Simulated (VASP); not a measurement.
# MoPt (P-6m2) in VASP: further runs

MoPt is run at these levels: LDA; tasks: single point.

All numbers are computed with VASP 6.6.1; they aren't measurements. Logs are shortened: lines on timing, memory, paths and dates and some standing lists are left out, and cuts for length are marked.

## 1. The cell of the first run

It takes space group P-6m2 (No. 187, hexagonal). The conventional cell has a = 2.744 Å, b = 2.744 Å, c = 4.403 Å, α = 90.00°, β = 90.00°, γ = 120.00°. Within 3.6 Å of Mo (site symmetry -6m2) lie 6 Pt at 2.71 Å and 6 Mo at 2.74 Å. Pt (site symmetry -6m2) has 6 Mo at 2.71 Å and 6 Pt at 2.74 Å within 3.6 Å.

## 2. Single point, LDA

File INCAR:

```
SYSTEM = MoPt
PREC = Accurate ; ENCUT = 520
EDIFF = 1E-6 ; ISMEAR = 0
SIGMA = 0.05 ; LREAL = .FALSE.
LASPH = .TRUE. ; NELM = 100
ALGO = Normal ; ISIF = 2
LWAVE = .FALSE. ; LCHARG = .TRUE.
GGA = CA ; LELF = .TRUE.
LVHAR = .TRUE. ; NBANDS = 19
```

File KPOINTS:

```
regular mesh
0
G
  12 12 7
  0 0 0
```

File POSCAR:

```
MoPt
1.0
    2.7441350585      0.0000000000      0.0000000000
   -1.3720670429      2.3764906466      0.0000000000
    0.0000000000      0.0000000000      4.4029952041
Mo Pt
1 1
Direct
    0.6666666667      0.3333333333      0.0000000000
    0.3333333333      0.6666666667      0.5000000000
```

Potentials or basis: VASP PAW LDA potentials, release 64 (Mo_sv, Pt).

Started as:

```sh
> cat potpaw_LDA.64/Mo_sv/POTCAR potpaw_LDA.64/Pt/POTCAR > POTCAR
> mpirun -np 1 vasp_std > vasp.out
```

OUTCAR:

```text
SYSTEM = MoPt
   PREC = Accurate
   ENCUT = 520
   EDIFF = 1E-6
   ISMEAR = 0
   LREAL = .FALSE.
   LASPH = .TRUE.
   NELM = 100
   ISIF = 2
   GGA = CA

 ion  position               nearest neighbor table
   1  0.667  0.333  0.000-   2 2.71   2 2.71   2 2.71   2 2.71   2 2.71   2 2.71
   2  0.333  0.667  0.500-   1 2.71   1 2.71   1 2.71   1 2.71   1 2.71   1 2.71

  LATTYP: Found a hexagonal cell.
 ALAT       =     2.7441350585
 C/A-ratio  =     1.6045111156

  Lattice vectors:

 A1 = (   2.7441350585,   0.0000000000,   0.0000000000)
 A2 = (  -1.3720670429,   2.3764906466,   0.0000000000)
 A3 = (   0.0000000000,   0.0000000000,   4.4029952041)

Analysis of symmetry for initial positions (statically):
=====================================================================
 Subroutine PRICEL returns:
 Original cell was already a primitive cell.

 Routine SETGRP: Setting up the symmetry group for a
 hexagonal supercell.

 Subroutine GETGRP returns: Found 12 space group operations
 (whereof 12 operations were pure point group operations)
 out of a pool of 24 trial point group operations.

The static configuration has the point symmetry D_3h.

Analysis of symmetry for dynamics (positions and initial velocities):
=====================================================================
 Subroutine PRICEL returns:
 Original cell was already a primitive cell.

 Routine SETGRP: Setting up the symmetry group for a
 hexagonal supercell.

 Subroutine GETGRP returns: Found 12 space group operations
 (whereof 12 operations were pure point group operations)
 out of a pool of 24 trial point group operations.

The dynamic configuration has the point symmetry D_3h.

 Subroutine INISYM returns: Found 12 space group operations
 (whereof 12 operations are pure point group operations),
 and found     1 'primitive' translations

----------------------------------------------------------------------------------------

                                     Primitive cell

  volume of cell :      28.7137

  direct lattice vectors                    reciprocal lattice vectors
     2.744135058  0.000000000  0.000000000     0.364413551  0.210394189  0.000000000
    -1.372067043  2.376490647  0.000000000     0.000000000  0.420788528  0.000000000
     0.000000000  0.000000000  4.402995204     0.000000000  0.000000000  0.227118122

  length of vectors
     2.744135058  2.744134793  4.402995204     0.420788487  0.420788528  0.227118122

  position of ions in fractional coordinates (direct lattice)
     0.666666667  0.333333333  0.000000000
[... 77 lines left out ...]
   NELM   =    100;   NELMIN=  2; NELMDL= -5     # of ELM steps
   EDIFF  = 0.1E-05   stopping-criterion for ELM
   LREAL  =      F    real-space projection
   EDIFFG = 0.1E-04   stopping-criterion for IOM
   NSW    =      0    number of steps for IOM
   IBRION =     -1    ionic relax: 0-MD 1-quasi-New 2-CG
   NFREE  =      0    steps in history (QN), initial steepest desc. (CG)
   ISIF   =      2    stress and relaxation
   ISYM   =      2    0-nonsym 1-usesym 2-fastsym
   POTIM  = 0.5000    time-step for ionic-motion
   TEBEG  =    0.0;   TEEND  =   0.0 temperature during run
   PSTRESS=    0.0 pullay stress
   NELECT =      24.0000    total number of electrons
   NUPDOWN=      -1.0000    fix difference up-down
   EMIN   =  10.00;   EMAX   =-10.00  energy-range for DOS
   EFERMI =   0.00;   METHOD = LEGACY
   ISMEAR =     0;   SIGMA  =   0.05  broadening in eV -4-tet -1-fermi 0-gaus
   EFERMI_NEDOS =   21; number of points for ismear=-14 and -15
   IALGO  =     38    algorithm
   IMIX   =      4    mixing-type and parameters
     AMIX     =   0.40;   BMIX     =  1.00
     AMIX_MAG =   1.60;   BMIX_MAG =  1.00
  volume/ion in A,a.u.               =      14.36        96.88
  Fermi-wavevector in a.u.,A,eV,Ry     =   1.542110  2.914165 32.356053  2.378103
  Thomas-Fermi vector in A             =   2.647961
   LORBIT       =      0    0 simple, 1 ext, 2 COOP (PROOUT), +10 PAW based schemes
   GGA     = CA    functional components
   LHFCALC =     F    Hartree Fock is set to
   AEXX    =    0.0000 exact exchange contribution
   IVDW    =     0    specifies the selected vdW correction
   LEPSILON=     F    determine dielectric tensor
   LRPA    =     F    only Hartree local field effects (RPA)
 non-spin polarized calculation
 Gauss-broadening in eV      SIGMA  =   0.05
  energy-cutoff  :      520.00
  volume of cell :       28.71
 maximum number of plane-waves:       786
   NGX = 11   NGY = 11   NGZ = 17

 number of electron      23.9999996 magnetization

 Free energy of the ion-electron system (eV)
  ---------------------------------------------------
  ext. energy  EPLUGINS =         0.00000000
  ---------------------------------------------------
  free energy    TOTEN  =       -19.98531791 eV

  energy without entropy =      -19.98305945  energy(sigma->0) =      -19.98418868

 E-fermi :  13.2275     XC(G=0): -14.0335

 val. band max:       13.1903702375   @ k =   0.0833   0.0833   0.0000
 cond. band min:      13.2303293573   @ k =   0.2500   0.0833   0.1429
 fundamental gap:      0.0399591199
 Fermi energy:        13.2275366602

 k-point     1 :       0.0000    0.0000    0.0000
  band No.  band energies     occupation
      1     -47.5325      2.00000
      2     -21.9487      2.00000
      3     -21.0372      2.00000
      4     -21.0372      2.00000
      5       3.2497      2.00000
      6       6.2721      2.00000
[... 505 lines left out ...]
      6       7.0383      2.00000
[... 11 lines left out ...]
     18      24.9409      0.00000
     19      27.6933      0.00000

 [... further k-points ...]

------------------------ aborting loop because EDIFF is reached ----------------------------------------

  FORCE on cell =-STRESS in cart. coord.  units (eV):
  Direction    XX          YY          ZZ          XY          YZ          ZX
  --------------------------------------------------------------------------------------
  -------------------------------------------------------------------------------------
  Total        1.4759369      1.4759369      2.2411439      0.0000003      0.0000000      0.0000000
  in kB       82.3547361     82.3547344    125.0519638      0.0000169      0.0000000      0.0000000
  external PRESSURE =      96.5871448 kB  Pullay stress =       0.0000000 kB

 VOLUME and BASIS-vectors are now :
 -----------------------------------------------------------------------------
  energy-cutoff  :      520.00
  volume of cell :       28.71
      direct lattice vectors                 reciprocal lattice vectors
     2.744135058  0.000000000  0.000000000     0.364413551  0.210394189  0.000000000
    -1.372067043  2.376490647  0.000000000     0.000000000  0.420788528  0.000000000
     0.000000000  0.000000000  4.402995204     0.000000000  0.000000000  0.227118122

 POSITION                                       TOTAL-FORCE (eV/Angst)
 -----------------------------------------------------------------------------------
      1.37207      0.79216      0.00000         0.000000      0.000000      0.000000
      0.00000      1.58433      2.20150         0.000000      0.000000      0.000000
 -----------------------------------------------------------------------------------
    total drift:                                0.000002      0.000000      0.000000

  FREE ENERGIE OF THE ION-ELECTRON SYSTEM (eV)
  ---------------------------------------------------
  free  energy   TOTEN  =       -19.9853179133 eV

  energy  without entropy=      -19.9830594451  energy(sigma->0) =      -19.98418868
```

OSZICAR:

```text
N       E                     dE             d eps       ncg     rms          rms(c)
DAV:   1     0.201836616530E+03    0.20184E+03   -0.14322E+04  2888   0.129E+03
DAV:   2    -0.172525580262E+02   -0.21909E+03   -0.21408E+03  3090   0.374E+02
DAV:   3    -0.215254450631E+02   -0.42729E+01   -0.42402E+01  3257   0.542E+01
DAV:   4    -0.215460396089E+02   -0.20595E-01   -0.20590E-01  3173   0.393E+00
DAV:   5    -0.215462373035E+02   -0.19769E-03   -0.19769E-03  3236   0.393E-01    0.215E+01
DAV:   6    -0.208479650597E+02    0.69827E+00   -0.12002E+01  3107   0.199E+01    0.137E+01
DAV:   7    -0.202094969029E+02    0.63847E+00   -0.66149E+00  3097   0.156E+01    0.414E+00
DAV:   8    -0.199950310043E+02    0.21447E+00   -0.10463E+00  3047   0.566E+00    0.169E+00
DAV:   9    -0.199885906378E+02    0.64404E-02   -0.55639E-02  3158   0.153E+00    0.822E-01
DAV:  10    -0.199854113793E+02    0.31793E-02   -0.20334E-02  3152   0.904E-01    0.116E-01
DAV:  11    -0.199853574698E+02    0.53910E-04   -0.26527E-04  3164   0.124E-01    0.593E-02
DAV:  12    -0.199853179027E+02    0.39567E-04   -0.17903E-04  3149   0.983E-02    0.214E-02
DAV:  13    -0.199853179133E+02   -0.10564E-07   -0.30999E-06  3188   0.158E-02
   1 F= -.19985318E+02 E0= -.19984189E+02  d E =-.225847E-02
```

Run time: 14 s. Hardware: 1 thread of Intel Xeon 6975P-C (Granite Rapids), shared host; peak memory 0.16 GiB.

Results:

```
Free energy            : -19.9853 eV
Pressure               : 9.7 GPa
Band gap on the k mesh : zero (band 12 reaches 14.07 eV, above the bottom of band 13 at 12.18 eV)
```

Caveat: spin-orbit coupling is left out, which moves the levels of the heavy elements.

## 3. Single point, LDA

This run uses another cell than the first one, of 14.98 Å³/atom, 1.043 times its volume.

File INCAR:

```
SYSTEM = MoPt
ALGO = Normal ; EDIFF = 1E-7
ENCUT = 520 ; ISIF = 2
ISMEAR = 0 ; LASPH = .TRUE.
LCHARG = .FALSE. ; LREAL = .FALSE.
LWAVE = .FALSE. ; NBANDS = 19
NELM = 80 ; PREC = Accurate
SIGMA = 0.05
```

File KPOINTS:

```
k-points
0
G
  12 12 7
  0 0 0
```

File POSCAR:

```
MoPt
1.0
    2.7833422850      0.0000000000      0.0000000000
   -1.3916706492      2.4104451004      0.0000000000
    0.0000000000      0.0000000000      4.4659036349
Mo Pt
1 1
Direct
    0.6666666667      0.3333333333      0.0000000000
    0.3333333333      0.6666666667      0.5000000000
```

Potentials or basis: VASP PAW LDA potentials, release 64 (Mo_sv, Pt).

Started as:

```sh
> cat potpaw_LDA.64/Mo_sv/POTCAR potpaw_LDA.64/Pt/POTCAR > POTCAR
> mpirun -np 1 vasp_std > vasp.out
```

It took 14 s on 1 thread of Intel Xeon 6975P-C (Granite Rapids), shared host; peak memory 0.17 GiB.

It converged, with:

| Quantity | Value |
| --- | --- |
| Free energy | -20.0062 eV |
| Pressure | -4.0 GPa |
| Band gap on the k mesh | zero (band 12 reaches 13.21 eV, above the bottom of band 13 at 11.45 eV) |

Stress tensor (GPa, compression positive):
```
-4.91  0.00  0.00
 0.00 -4.91  0.00
 0.00  0.00 -2.19
```

Levels at points of the mesh, in eV from the Fermi level:
```
           k point  band 10  band 11  band 12  band 13  band 14  band 15
(0.00, 0.00, 0.00)    -2.51    -2.51    -0.72    -0.72     0.35     2.21
(0.50, 0.00, 0.00)    -2.23    -1.60    -0.45     2.48     2.98     4.09
```

Caveat: spin-orbit coupling is left out, which moves the levels of the heavy elements.

## 4. Single point, LDA

This run uses another cell than the first one, of 15.61 Å³/atom, 1.087 times its volume.

File INCAR:

```
SYSTEM = MoPt
PREC     = Accurate       ! precision mode
ENCUT    = 520            ! plane-wave cutoff, eV
EDIFF    = 1E-7           ! SCF threshold, eV
ISMEAR   = 0              ! smearing method
SIGMA    = 0.05           ! smearing width, eV
LREAL    = .False.        ! projectors in reciprocal space
LASPH    = .True.         ! aspherical terms in the spheres
NELM     = 80             ! most SCF steps
ALGO     = Normal         ! electronic algorithm
ISIF     = 2              ! what is computed and relaxed
LWAVE    = .False.        ! write WAVECAR
LCHARG   = .False.        ! write CHGCAR
NBANDS   = 19             ! bands
```

File KPOINTS:

```
Automatic mesh
0
Gamma
  12 12 7
  0 0 0
```

File POSCAR:

```
MoPt
1.0
    2.8214750000      0.0000000000      0.0000000000
   -1.4107370000      2.4434690000      0.0000000000
    0.0000000000      0.0000000000      4.5270880000
Mo Pt
1 1
Direct
    0.6666666667      0.3333333333      0.0000000000
    0.3333333333      0.6666666667      0.5000000000
```

Started as:

```sh
> cat potpaw_LDA.64/Mo_sv/POTCAR potpaw_LDA.64/Pt/POTCAR > POTCAR
> mpirun -np 1 vasp_std > vasp.out
```

Run time: 14 s. Hardware: 1 thread of Intel Xeon 6975P-C (Granite Rapids), shared host; peak memory 0.17 GiB.

The run converged. Its results:

```
Free energy            : -19.9324 eV
Pressure               : -14.7 GPa
Band gap on the k mesh : zero (band 12 reaches 12.42 eV, above the bottom of band 13 at 10.78 eV)
```

Stress tensor (GPa, compression positive):
```
-15.24   0.00   0.00
  0.00 -15.24   0.00
  0.00   0.00 -13.73
```

Levels at points of the mesh, in eV from the Fermi level:
```
           k point  band 9  band 10  band 11  band 12  band 13  band 14  band 15  band 16
(0.00, 0.00, 0.00)   -2.44    -2.38    -2.38    -0.66    -0.66     0.36     2.11     2.11
(0.50, 0.00, 0.00)   -2.45    -2.09    -1.49    -0.45     2.33     2.78     3.86     5.66
```

Caveat: spin-orbit coupling is left out, which moves the levels of the heavy elements.

## 5. Single point, LDA

This run uses another cell than the first one, of 16.23 Å³/atom, 1.130 times its volume.

File INCAR:

```
ALGO     = Normal         # electronic algorithm
EDIFF    = 1E-6           # SCF threshold, eV
ENCUT    = 520            # plane-wave cutoff, eV
GGA      = CA             # functional
ISIF     = 2              # what is computed and relaxed
ISMEAR   = 0              # smearing method
LASPH    = True           # aspherical terms in the spheres
LCHARG   = False          # write CHGCAR
LREAL    = False          # projectors in reciprocal space
LWAVE    = False          # write WAVECAR
NBANDS   = 19             # bands
NELM     = 100            # most SCF steps
PREC     = Accurate       # precision mode
SIGMA    = 0.05           # smearing width, eV
```

File KPOINTS:

```
k-points
0
Gamma
  12 12 7
```

File POSCAR:

```
MoPt
1.0
    2.8586039289      0.0000000000      0.0000000000
   -1.4293014579      2.4756235953      0.0000000000
    0.0000000000      0.0000000000      4.5866617791
Mo Pt
1 1
Direct
    0.6666666667      0.3333333333      0.0000000000
    0.3333333333      0.6666666667      0.5000000000
```

Started as:

```sh
> cat potpaw_LDA.64/Mo_sv/POTCAR potpaw_LDA.64/Pt/POTCAR > POTCAR
> mpirun -np 1 vasp_std > vasp.out
```

Wall time 15 s (1 thread of Intel Xeon 6975P-C (Granite Rapids), shared host); peak memory 0.17 GiB.

It converged, with:

```
Free energy            : -19.7845 eV
Pressure               : -23.1 GPa
Band gap on the k mesh : zero (band 12 reaches 11.72 eV, above the bottom of band 13 at 10.16 eV)
```

Stress tensor (GPa, compression positive):
```
-23.33   0.00   0.00
  0.00 -23.33   0.00
  0.00   0.00 -22.72
```

Levels at points of the mesh, in eV from the Fermi level:
| k point | band 8 | band 9 | band 10 | band 11 | band 12 | band 13 | band 14 | band 15 | band 16 | band 17 |
| --- | --- | --- | --- | --- | --- | --- | --- | --- | --- | --- |
| (0.00, 0.00, 0.00) | -3.57 | -2.32 | -2.27 | -2.27 | -0.60 | -0.60 | 0.37 | 2.00 | 2.00 | 7.91 |
| (0.50, 0.00, 0.00) | -3.34 | -2.34 | -1.97 | -1.38 | -0.46 | 2.19 | 2.60 | 3.65 | 5.41 | 8.32 |

Caveat: spin-orbit coupling is left out, which moves the levels of the heavy elements.

## 6. Single point, LDA

This run uses another cell than the first one, of 16.85 Å³/atom, 1.174 times its volume.

File INCAR:

```
SYSTEM = MoPt
  PREC = Accurate
  ENCUT = 520
  EDIFF = 1E-7
  ISMEAR = 0
  SIGMA = 0.05
  LREAL = .FALSE.
  LASPH = .TRUE.
  NELM = 80
  ALGO = Normal
  ISIF = 2
  LWAVE = .FALSE.
  LCHARG = .FALSE.
  GGA = CA
  NBANDS = 19
```

File KPOINTS:

```
Automatic mesh
0
G
  12 12 7
  0 0 0
```

File POSCAR:

```
MoPt
1.0
    2.8947926305      0.0000000000      0.0000000000
   -1.4473958023      2.5069639299      0.0000000000
    0.0000000000      0.0000000000      4.6447269531
Mo Pt
1 1
Direct
    0.6666666667      0.3333333333      0.0000000000
    0.3333333333      0.6666666667      0.5000000000
```

Potentials or basis: VASP PAW LDA potentials, release 64 (Mo_sv, Pt).

Started as:

```sh
> cat potpaw_LDA.64/Mo_sv/POTCAR potpaw_LDA.64/Pt/POTCAR > POTCAR
> mpirun -np 1 vasp_std > vasp.out
```

Run time: 16 s. Hardware: 1 thread of Intel Xeon 6975P-C (Granite Rapids), shared host; peak memory 0.17 GiB.

The run converged. Its results:

```
Free energy            : -19.5788 eV
Pressure               : -29.6 GPa
Band gap on the k mesh : zero (band 12 reaches 11.07 eV, above the bottom of band 13 at 9.58 eV)
```

Stress tensor (GPa, compression positive):
```
-29.59   0.00   0.00
  0.00 -29.59   0.00
  0.00   0.00 -29.69
```

Levels at points of the mesh, in eV from the Fermi level:
```
           k point  band 9  band 10  band 11  band 12  band 13  band 14  band 15  band 16
(0.00, 0.00, 0.00)   -2.21    -2.17    -2.17    -0.56    -0.56     0.38     1.90     1.90
(0.50, 0.00, 0.00)   -2.24    -1.87    -1.29    -0.46     2.07     2.44     3.46     5.19
```

Caveat: spin-orbit coupling is left out, which moves the levels of the heavy elements.

## 7. Summary

```csv
cell,gap on the mesh (eV),pressure (GPa)
"a = 2.744, b = 2.744, c = 4.403 Å, angles 90.0, 90.0, 120.0°, 2 atoms",none,9.7
"a = 2.783, b = 2.783, c = 4.466 Å, angles 90.0, 90.0, 120.0°, 2 atoms",none,-4.0
"a = 2.821, b = 2.821, c = 4.527 Å, angles 90.0, 90.0, 120.0°, 2 atoms",none,-14.7
"a = 2.859, b = 2.859, c = 4.587 Å, angles 90.0, 90.0, 120.0°, 2 atoms",none,-23.1
"a = 2.895, b = 2.895, c = 4.645 Å, angles 90.0, 90.0, 120.0°, 2 atoms",none,-29.6
```

Alike in all rows: task single point; level LDA; potentials or basis VASP PAW LDA potentials, release 64 (Mo_sv, Pt); no spin polarisation; k mesh 12 × 12 × 7; cutoff (eV) 520; smearing gaussian 0.05 eV.

Caveats: spin-orbit coupling is left out, which moves the levels of the heavy elements.

Total energies depend on the potentials used, so only differences within one code and one set of settings carry meaning.
